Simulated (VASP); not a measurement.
# Sb (R-3m) in VASP: notebook

Sb is run at these levels: PBEsol+D4, RPBE+D3(BJ), PBE, HSE06, PBE0; tasks: relaxation of cell and atoms, single point.

All numbers are computed with VASP 6.6.1; they aren't measurements. Logs are shortened: lines on timing, memory, paths and dates and some standing lists are left out, and cuts for length are marked.

### 1 The cell of the first run

It takes space group R-3m (No. 166, trigonal). The conventional cell has a = 4.308 Å, b = 4.308 Å, c = 11.274 Å, α = 90.00°, β = 90.00°, γ = 120.00°. Within 3.8 Å of Sb (site symmetry 3m) lie 6 Sb at 2.91 to 3.35 Å.

### 2 Relaxation of cell and atoms, PBEsol+D4

File INCAR:

```
SYSTEM = Sb
ALGO     = Normal         ! electronic algorithm
EDIFF    = 1E-7           ! SCF threshold, eV
EDIFFG   = -0.01          ! ionic threshold
ENCUT    = 600            ! plane-wave cutoff, eV
GGA      = PS             ! functional
IBRION   = 2              ! ionic algorithm
ISIF     = 3              ! what is computed and relaxed
ISMEAR   = -1             ! smearing method
IVDW     = 13             ! dispersion correction
LASPH    = .TRUE.         ! aspherical terms in the spheres
LCHARG   = .FALSE.        ! write CHGCAR
LREAL    = .FALSE.        ! projectors in reciprocal space
LWAVE    = .FALSE.        ! write WAVECAR
NELM     = 100            ! most SCF steps
NSW      = 60             ! ionic steps
PREC     = Accurate       ! precision mode
SIGMA    = 0.05           ! smearing width, eV
```

File KPOINTS:

```
k-points
0
G
  8 8 8
  0 0 0
```

File POSCAR:

```
Sb
1.0
    2.1542000000      1.2437279499      3.7580000000
   -2.1542000000      1.2437279499      3.7580000000
    0.0000000000     -2.4874558998      3.7580000000
Sb
2
Direct
    0.7665100000      0.7665100000      0.7665100000
    0.2334900000      0.2334900000      0.2334900000
```

Potentials or basis: VASP PAW PBE potentials, release 64 (Sb).

On the command line:

```
$ cat potpaw_PBE.64/Sb/POTCAR > POTCAR
$ mpirun -np 1 vasp_std > vasp.out
```

OUTCAR:

```text
SYSTEM = Sb
   EDIFF = 1E-7
   EDIFFG = -0.01
   ENCUT = 600
   GGA = PS
   IBRION = 2
   ISIF = 3
   ISMEAR = -1
   IVDW = 13
   LASPH = .TRUE.
   LREAL = .FALSE.
   NELM = 100
   NSW = 60
   PREC = Accurate

 ion  position               nearest neighbor table
   1  0.767  0.767  0.767-   2 2.91   2 2.91   2 2.91   2 3.35   2 3.35   2 3.35
   2  0.233  0.233  0.233-   1 2.91   1 2.91   1 2.91   1 3.35   1 3.35   1 3.35

  LATTYP: Found a trigonal (rhomboedric) cell.
 ALAT       =     4.5066618304
 COS(alpha) =     0.5430253624

  Lattice vectors:

 A1 = (   2.1542000000,   1.2437279499,   3.7580000000)
 A2 = (  -2.1542000000,   1.2437279499,   3.7580000000)
 A3 = (   0.0000000000,  -2.4874558998,   3.7580000000)

Analysis of symmetry for initial positions (statically):
=====================================================================
 Subroutine PRICEL returns:
 Original cell was already a primitive cell.

 Routine SETGRP: Setting up the symmetry group for a
 trigonal (rhombohedral) supercell.

 Subroutine GETGRP returns: Found 12 space group operations
 (whereof 12 operations were pure point group operations)
 out of a pool of 12 trial point group operations.

The static configuration has the point symmetry D_3d.

Analysis of symmetry for dynamics (positions and initial velocities):
=====================================================================
 Subroutine PRICEL returns:
 Original cell was already a primitive cell.

 Routine SETGRP: Setting up the symmetry group for a
 trigonal (rhombohedral) supercell.

 Subroutine GETGRP returns: Found 12 space group operations
 (whereof 12 operations were pure point group operations)
 out of a pool of 12 trial point group operations.

The dynamic configuration has the point symmetry D_3d.

 Subroutine INISYM returns: Found 12 space group operations
 (whereof 12 operations are pure point group operations),
 and found     1 'primitive' translations

----------------------------------------------------------------------------------------

                                     Primitive cell

  volume of cell :      60.4115

  direct lattice vectors                    reciprocal lattice vectors
     2.154200000  1.243727950  3.758000000     0.232104726  0.134005726  0.088699663
    -2.154200000  1.243727950  3.758000000    -0.232104726  0.134005726  0.088699663
     0.000000000 -2.487455900  3.758000000     0.000000000 -0.268011452  0.088699663

  length of vectors
     4.506661830  4.506661830  4.506661830     0.282307932  0.282307932  0.282307932

  position of ions in fractional coordinates (direct lattice)
     0.766510000  0.766510000  0.766510000
     0.233490000  0.233490000  0.233490000

  ion indices of the primitive-cell ions
   primitive index   ion index
                 1           1
                 2           2

----------------------------------------------------------------------------------------

 KPOINTS: k-points

Automatic generation of k-mesh.
 Grid dimensions read from file:
 generate k-points for:    8    8    8

 Generating k-lattice:

  Cartesian coordinates                     Fractional coordinates (reciprocal lattice)
     0.029013091  0.016750716  0.011087458     0.125000000  0.000000000  0.000000000
    -0.029013091  0.016750716  0.011087458     0.000000000  0.125000000  0.000000000
     0.000000000 -0.033501431  0.011087458     0.000000000  0.000000000  0.125000000

  Length of vectors
     0.035288491  0.035288491  0.035288491

  Shift w.r.t. Gamma in fractional coordinates (k-lattice)
     0.000000000  0.000000000  0.000000000

 Subroutine IBZKPT returns following result:
 ===========================================

 Found     65 irreducible k-points:

 Following reciprocal coordinates:
            Coordinates               Weight
  0.000000  0.000000  0.000000      1.000000
  0.125000 -0.000000  0.000000      6.000000
  0.250000 -0.000000  0.000000      6.000000
  0.375000 -0.000000 -0.000000      6.000000
  0.500000 -0.000000  0.000000      3.000000
  0.125000  0.125000  0.000000      6.000000
[... 16 lines left out ...]
  0.250000  0.125000  0.125000      6.000000
  0.375000  0.125000  0.125000      6.000000
 [... further k-points ...]
   k-points           NKPTS =     65   k-points in BZ     NKDIM =     65   number of bands    NBANDS=      9
   number of dos      NEDOS =    301   number of ions     NIONS =      2
   total plane-waves  NPLWV =  46656
   dimension x,y,z NGX =    36 NGY =   36 NGZ =   36
   dimension x,y,z NGXF=    72 NGYF=   72 NGZF=   72
   ions per type =               2
   NGX,Y,Z   is equivalent  to a cutoff of  13.28, 13.28, 13.28 a.u.
   NGXF,Y,Z  is equivalent  to a cutoff of  26.56, 26.56, 26.56 a.u.
 SYSTEM =  Sb
   PREC   = accura    normal or accurate (medium, high low for compatibility)
   ISTART =      0    job   : 0-new  1-cont  2-samecut
   ICHARG =      2    charge: 1-file 2-atom 10-const
   ISPIN  =      1    spin polarized calculation?
   LNONCOLLINEAR =      F non collinear calculations
   LSORBIT =      F    spin-orbit coupling
   LASPH  =      T    aspherical Exc in radial PAW
   ENCUT  =  600.0 eV  44.10 Ry    6.64 a.u.   9.00  9.00  9.00*2*pi/ulx,y,z
   NELM   =    100;   NELMIN=  2; NELMDL= -5     # of ELM steps
   EDIFF  = 0.1E-06   stopping-criterion for ELM
   LREAL  =      F    real-space projection
   EDIFFG = -.1E-01   stopping-criterion for IOM
   NSW    =     60    number of steps for IOM
   IBRION =      2    ionic relax: 0-MD 1-quasi-New 2-CG
   NFREE  =      1    steps in history (QN), initial steepest desc. (CG)
   ISIF   =      3    stress and relaxation
   ISYM   =      2    0-nonsym 1-usesym 2-fastsym
   POTIM  = 0.5000    time-step for ionic-motion
   TEBEG  =    0.0;   TEEND  =   0.0 temperature during run
   PSTRESS=    0.0 pullay stress
   NELECT =      10.0000    total number of electrons
   NUPDOWN=      -1.0000    fix difference up-down
   EMIN   =  10.00;   EMAX   =-10.00  energy-range for DOS
   EFERMI =   0.00;   METHOD = LEGACY
   ISMEAR =    -1;   SIGMA  =   0.05  broadening in eV -4-tet -1-fermi 0-gaus
   EFERMI_NEDOS =   21; number of points for ismear=-14 and -15
   IALGO  =     38    algorithm
   IMIX   =      4    mixing-type and parameters
     AMIX     =   0.40;   BMIX     =  1.00
     AMIX_MAG =   1.60;   BMIX_MAG =  1.00
  volume/ion in A,a.u.               =      30.21       203.84
  Fermi-wavevector in a.u.,A,eV,Ry     =   0.898880  1.698637 10.993305  0.807985
  Thomas-Fermi vector in A             =   2.021644
   LORBIT       =      0    0 simple, 1 ext, 2 COOP (PROOUT), +10 PAW based schemes
   GGA     = PS    functional components
   LHFCALC =     F    Hartree Fock is set to
   AEXX    =    0.0000 exact exchange contribution
   IVDW    =    13    specifies the selected vdW correction
   LEPSILON=     F    determine dielectric tensor
   LRPA    =     F    only Hartree local field effects (RPA)
 conjugate gradient relaxation of ions
 non-spin polarized calculation
  energy-cutoff  :      600.00
  volume of cell :       60.41
 maximum number of plane-waves:      2032
   NGX = 17   NGY = 17   NGZ = 17

--------------------------------------- Ionic step        1  -------------------------------------------

 number of electron      10.0000000 magnetization

 Free energy of the ion-electron system (eV)
  ---------------------------------------------------
  ext. energy  EPLUGINS =         0.00000000
  ---------------------------------------------------
  free energy    TOTEN  =        -9.11915563 eV

  energy without entropy =       -9.11641927  energy(sigma->0) =       -9.11778745

------------------------ aborting loop because EDIFF is reached ----------------------------------------

  DFT-D4 for vdW energy calculation

  Edisp (eV):   -0.58471

  FORCE on cell =-STRESS in cart. coord.  units (eV):
  Direction    XX          YY          ZZ          XY          YZ          ZX
  --------------------------------------------------------------------------------------
  -------------------------------------------------------------------------------------
  Total      -0.39839    -0.39839    -0.63557     0.00000    -0.00000     0.00000
  in kB     -10.56575   -10.56575   -16.85588     0.00000    -0.00000     0.00000
  external pressure =      -12.66 kB  Pullay stress =        0.00 kB
[... 97 lines left out ...]
  FREE ENERGIE OF THE ION-ELECTRON SYSTEM (eV)
  ---------------------------------------------------
  free  energy   TOTEN  =        -9.7131467676 eV

  energy  without entropy=       -9.7103015570  energy(sigma->0) =       -9.71172416

[... ionic steps 4 to 7 ...]

--------------------------------------- Ionic step        8  -------------------------------------------

 number of electron      10.0000000 magnetization

------------------------ aborting loop because EDIFF is reached ----------------------------------------

  DFT-D4 for vdW energy calculation

  Edisp (eV):   -0.60898
[... 69 lines left out ...]
  energy  without entropy=       -9.7215294188  energy(sigma->0) =       -9.72313568

--------------------------------------- Ionic step       10  -------------------------------------------

 number of electron      10.0000000 magnetization

 Free energy of the ion-electron system (eV)
  ---------------------------------------------------
  ext. energy  EPLUGINS =         0.00000000
  ---------------------------------------------------
  free energy    TOTEN  =        -9.11568574 eV

  energy without entropy =       -9.11255085  energy(sigma->0) =       -9.11411829

 E-fermi :   7.6378     XC(G=0):  -9.8640

 val. band max:        7.4823149056   @ k =   0.5000  -0.0000   0.0000
 cond. band min:       7.6393556116   @ k =   0.3750   0.2500   0.2500
 fundamental gap:      0.1570407060
 Fermi energy:         7.6378319057

 k-point     1 :       0.0000    0.0000    0.0000
  band No.  band energies     occupation
      1      -5.3290      2.00000
      2       3.0977      2.00000
      3       5.6506      2.00000
      4       5.7532      2.00000
      5       5.7532      2.00000
      6      10.1172      0.00000
      7      10.5563      0.00000
      8      10.5563      0.00000
      9      12.4677      0.00000
[... 265 lines left out ...]
 k-point    24 :       0.3750    0.1250    0.1250
  band No.  band energies     occupation
      1      -4.2571      2.00000
      2       0.0249      2.00000
      3       4.2670      2.00000
      4       6.2973      2.00000
      5       7.6780      0.61901
      6       7.9303      0.00574
      7       7.9799      0.00213
      8      10.8965      0.00000
      9      12.5296      0.00000

 [... further k-points ...]

------------------------ aborting loop because EDIFF is reached ----------------------------------------

  DFT-D4 for vdW energy calculation

  Edisp (eV):   -0.60908

  FORCE on cell =-STRESS in cart. coord.  units (eV):
  Direction    XX          YY          ZZ          XY          YZ          ZX
  --------------------------------------------------------------------------------------
  -------------------------------------------------------------------------------------
  Total       0.00403     0.00403    -0.00233     0.00000     0.00000     0.00000
  in kB       0.11152     0.11152    -0.06449     0.00000     0.00000     0.00000
  external pressure =        0.05 kB  Pullay stress =        0.00 kB
[... 17 lines left out ...]
  FREE ENERGIE OF THE ION-ELECTRON SYSTEM (eV)
  ---------------------------------------------------
  free  energy   TOTEN  =        -9.7247617119 eV

  energy  without entropy=       -9.7216268249  energy(sigma->0) =       -9.72319427

 reached required accuracy - stopping structural energy minimisation
```

Run time: 4.9 min. Hardware: 1 thread of AMD EPYC 7R43 (Zen 3), shared host; peak memory 0.19 GiB.

Results:

| Item | Value |
| --- | --- |
| Free energy | -9.7248 eV |
| Relaxed volume | 28.92 Å³/atom |
| Relaxed cell | a = 4.388 Å, b = 4.388 Å, c = 4.388 Å, α = 58.60°, β = 58.60°, γ = 58.60° |
| Space group after relaxing (to 0.1 Å) | R-3m (No. 166) |
| Energy gained by relaxing | 10.4 meV/atom |
| Ionic steps | 10 |
| Pressure after relaxing | 0.0 GPa |
| Band gap on the k mesh | zero (bands 5 and 6 overlap by 0.22 eV) |
| Dispersion energy per atom | -0.305 eV |

Forces in eV/Å, atoms in the order of the input:
```
Sb   0.000  0.000 -0.002
Sb   0.000  0.000  0.002
```

Step by step:
```
step  energy change (eV)  largest force (eV/Å)  pressure (GPa)  volume (Å³)
   1              0.0000                0.1551           -1.27        60.41
   2             -0.0092                0.2759            0.57        58.35
   3             -0.0093                0.2661            0.41        58.51
   4             -0.0170                0.1429            0.30        58.12
   5             -0.0205                0.0153            0.26        57.52
   6             -0.0206                0.0014            0.26        57.58
   7             -0.0206                0.0271           -0.29        58.10
   8             -0.0208                0.0150           -0.03        57.85
   9             -0.0209                0.0051           -0.01        57.84
  10             -0.0209                0.0025            0.01        57.84
```

Final structure:
```
CELL_PARAMETERS angstrom
2.14759 1.23991 3.62022
-2.14759 1.23991 3.62022
0.00000 -2.47982 3.62022
ATOMIC_POSITIONS crystal
Sb 0.76263 0.76263 0.76263
Sb 0.23737 0.23737 0.23737
```

Caveat: the PAW data sets were made with another functional, which shifts forces and pressure a little; spin-orbit coupling is left out, which moves the levels of the heavy elements.

### 3 Relaxation of cell and atoms, RPBE+D3(BJ)

File INCAR:

```
PREC = Accurate
ENCUT = 600
EDIFF = 1E-7
ISMEAR = -1
SIGMA = 0.05
LREAL = False
LASPH = True
NELM = 80
ALGO = Normal
ISIF = 3
LWAVE = False
LCHARG = False
GGA = RP
IVDW = 12
IBRION = 2
NSW = 60
EDIFFG = -0.01
```

File KPOINTS:

```
Automatic mesh
0
Gamma
  8 8 8
```

POSCAR is that of step 2.

Potentials or basis: VASP PAW PBE potentials, release 64 (Sb).

On the command line:

```
$ cat potpaw_PBE.64/Sb/POTCAR > POTCAR
$ mpirun -np 1 vasp_std > vasp.out
```

Run time: 14 min. Hardware: 1 thread of AMD EPYC 7R43 (Zen 3), shared host; peak memory 0.2 GiB.

The run converged. Its results:

| Item | Value |
| --- | --- |
| Free energy | -12.4764 eV |
| Relaxed volume | 23.16 Å³/atom |
| Relaxed cell | a = 4.155 Å, b = 4.155 Å, c = 4.155 Å, α = 56.25°, β = 56.25°, γ = 56.25° |
| Space group after relaxing (to 0.1 Å) | R-3m (No. 166) |
| Energy gained by relaxing | 415.9 meV/atom |
| Ionic steps | 24 |
| Pressure after relaxing | 0.0 GPa |
| Largest force after relaxing | 0.005 eV/Å |
| Band gap on the k mesh | zero (bands 5 and 6 overlap by 1.47 eV) |
| Dispersion energy per atom | -3.024 eV |

Forces on the atoms (eV/Å):
```
Sb   0.000  0.000 -0.005
Sb   0.000  0.000  0.005
```

Stress tensor (GPa, compression positive):
```
-0.03  0.00  0.00
 0.00 -0.03  0.00
 0.00  0.00  0.06
```

The path:
| step | energy change (eV) | largest force (eV/Å) | pressure (GPa) | volume (Å³) |
| --- | --- | --- | --- | --- |
| 1 | 0.0000 | 0.3048 | -12.12 | 60.41 |
| 2 | -0.1969 | 3.3119 | 19.37 | 42.56 |
| 3 | -0.5218 | 1.8469 | 0.29 | 49.26 |
| 4 | -0.7471 | 0.9657 | 1.91 | 46.44 |
| 5 | -0.7580 | 0.0587 | 7.97 | 43.80 |
| 6 | -0.7854 | 0.5864 | 4.05 | 45.14 |
| 7 | -0.7866 | 0.4443 | 4.80 | 44.82 |
| 8 | -0.7829 | 0.0831 | -4.92 | 48.87 |
| 9 | -0.8209 | 0.1119 | -0.40 | 46.69 |
| 10 | -0.8209 | 0.1169 | -0.31 | 46.65 |
| 11 | -0.8226 | 0.0440 | -0.02 | 46.51 |
| 12 | -0.8233 | 0.0293 | 0.28 | 46.38 |
| 13 | -0.8247 | 0.0711 | -0.06 | 46.50 |
| 14 | -0.8257 | 0.1745 | -0.86 | 46.78 |
| 15 | -0.8259 | 0.1409 | -0.60 | 46.69 |
| 16 | -0.8266 | 0.1490 | -0.57 | 46.67 |
| 17 | -0.8280 | 0.1733 | -0.46 | 46.58 |
| 18 | -0.8283 | 0.2115 | -0.13 | 46.40 |
| 19 | -0.8285 | 0.1980 | -0.26 | 46.48 |
| 20 | -0.8296 | 0.1644 | -0.10 | 46.40 |
| 21 | -0.8312 | 0.0767 | 0.33 | 46.20 |
| 22 | -0.8314 | 0.0387 | 0.52 | 46.12 |
| 23 | -0.8319 | 0.0025 | 0.03 | 46.31 |
| 24 | -0.8319 | 0.0049 | 0.00 | 46.33 |

Final structure:
```
Sb
1.0
     1.95876    1.13089    3.48557
    -1.95876    1.13089    3.48557
     0.00000   -2.26178    3.48557
Sb
2
Direct
  0.75004 0.75004 0.75004
  0.24996 0.24996 0.24996
```

Levels at points of the mesh, in eV from the Fermi level:
| k point | band 3 | band 4 | band 5 | band 6 | band 7 | band 8 |
| --- | --- | --- | --- | --- | --- | --- |
| (0.00, 0.00, 0.00) | -2.90 | -1.73 | -1.73 | 3.76 | 3.80 | 3.80 |
| (0.50, 0.00, 0.00) | -1.49 | -1.49 | -0.91 | -0.90 | 0.45 | 0.45 |
| (0.50, 0.50, 0.00) | -7.34 | -5.24 | -4.40 | 1.14 | 6.61 | 6.79 |
| (0.50, 0.50, 0.50) | -0.47 | -0.47 | -0.47 | -0.47 | 1.39 | 1.39 |

Caveat: the volume moved by over 15 % at a fixed basis, so the end points are rough; the PAW data sets were made with another functional, which shifts forces and pressure a little; spin-orbit coupling is left out, which moves the levels of the heavy elements.

### 4 Relaxation of cell and atoms, PBE

File INCAR:

```
ALGO = Normal
EDIFF = 1E-7
EDIFFG = -0.01
ENCUT = 600
GGA = PE
IBRION = 2
ISIF = 3
ISMEAR = -1
LASPH = T
LCHARG = F
LREAL = F
LWAVE = F
NELM = 100
NSW = 60
PREC = Accurate
SIGMA = 0.05
```

File KPOINTS:

```
k-points
0
Gamma
  8 8 8
```

POSCAR is that of step 3.

On the command line:

```
$ cat potpaw_PBE.64/Sb/POTCAR > POTCAR
$ mpirun -np 1 vasp_std > vasp.out
```

Wall time 4.6 min (1 thread of AMD EPYC 7R43 (Zen 3), shared host); peak memory 0.2 GiB.

The run converged. Its results:

```
Free energy                           : -8.2831 eV
Relaxed volume                        : 31.83 Å³/atom
Relaxed cell                          : a = 4.589 Å, b = 4.589 Å, c = 4.589 Å, α = 57.03°, β = 57.03°, γ = 57.03°
Space group after relaxing (to 0.1 Å) : R-3m (No. 166)
Energy gained by relaxing             : 12.6 meV/atom
Ionic steps                           : 8
Pressure after relaxing               : 0.0 GPa
Band gap on the k mesh                : zero (bands 5 and 6 overlap by 0.28 eV)
```

Forces in eV/Å, atoms in the order of the input:
```
Sb   0.000  0.000 -0.002
Sb   0.000  0.000  0.002
```

The path:
| step | energy change (eV) | largest force (eV/Å) | pressure (GPa) | volume (Å³) |
| --- | --- | --- | --- | --- |
| 1 | 0.0000 | 0.2010 | 2.76 | 60.41 |
| 2 | -0.0137 | 0.2461 | -1.49 | 65.08 |
| 3 | -0.0240 | 0.0810 | 0.05 | 63.15 |
| 4 | -0.0245 | 0.0570 | 0.04 | 63.27 |
| 5 | -0.0249 | 0.0142 | 0.02 | 63.48 |
| 6 | -0.0250 | 0.0015 | 0.01 | 63.54 |
| 7 | -0.0251 | 0.0000 | 0.01 | 63.59 |
| 8 | -0.0252 | 0.0024 | 0.02 | 63.66 |

Final structure:
```xyz
2
Lattice="2.1908 1.2648 3.8290 -2.1908 1.2648 3.8290 0.0000 -2.5297 3.8290" Properties=species:S:1:pos:R:3 pbc="T T T"
Sb    0.0000    0.0000    8.8127
Sb    0.0000    0.0000    2.6743
```

Levels at points of the mesh, in eV from the Fermi level:
| k point | band 1 | band 2 | band 3 | band 4 | band 5 | band 6 | band 7 | band 8 | band 9 |
| --- | --- | --- | --- | --- | --- | --- | --- | --- | --- |
| (0.00, 0.00, 0.00) | -12.39 | -5.11 | -1.98 | -1.77 | -1.77 | 1.92 | 2.54 | 2.54 | 5.10 |
| (0.50, 0.00, 0.00) | -10.19 | -9.45 | -1.93 | -1.81 | -0.33 | -0.28 | 0.19 | 0.55 | 7.42 |
| (0.50, 0.50, 0.00) | -10.21 | -8.01 | -5.17 | -3.56 | -3.50 | 1.60 | 4.62 | 5.26 | 6.43 |
| (0.50, 0.50, 0.50) | -11.00 | -8.76 | -1.32 | -1.32 | -0.63 | 0.17 | 0.17 | 1.01 | 6.80 |

Caveat: spin-orbit coupling is left out, which moves the levels of the heavy elements. PBE usually gives volumes a little too large and moduli too small.

[end of part 1 of 2]
